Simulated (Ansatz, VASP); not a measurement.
**SrO in VASP and in Ansatz**

```xyz
2
Lattice="0.0000 2.6001 2.6001 2.6001 0.0000 2.6001 2.6001 2.6001 0.0000" Properties=species:S:1:pos:R:3 pbc="T T T"
Sr    2.6001    2.6001    2.6001
O     0.0000    0.0000    0.0000
```

Alike in both runs: task single point; functional r2SCAN; k mesh 9 × 9 × 9; occupations fermi-dirac, width 0.05 eV; no spin polarisation.

|  | VASP | Ansatz |
| --- | --- | --- |
| version | VASP 6.6.1 | Ansatz 0.2.0 |
| potentials or method | VASP PAW PBE potentials, release 64 (Sr_sv, O) | Ansatz PAW |
| plane-wave cutoff (eV) | 520 | 500 |
| valence electrons in the cell | 16 | 16 |

Ansatz gave:

```
gap on the k mesh at the Fermi level (eV) : 3.86
least direct gap on the mesh (eV)         : 3.97
pressure (GPa)                            : -2.1
```

Q: Estimate VASP's values.

A: gap on the k mesh at the Fermi level (eV): 3.82; least direct gap on the mesh (eV): 3.93; pressure (GPa): -1.6.

VASP's potentials were made for PBE, not for r2SCAN. With one functional, cell and mesh, what is left measures potentials, basis and numerics.

Noted on Ansatz's run: odd divisions of the mesh miss points on the zone boundary, where band edges often lie, so the gap on the mesh can be too wide.
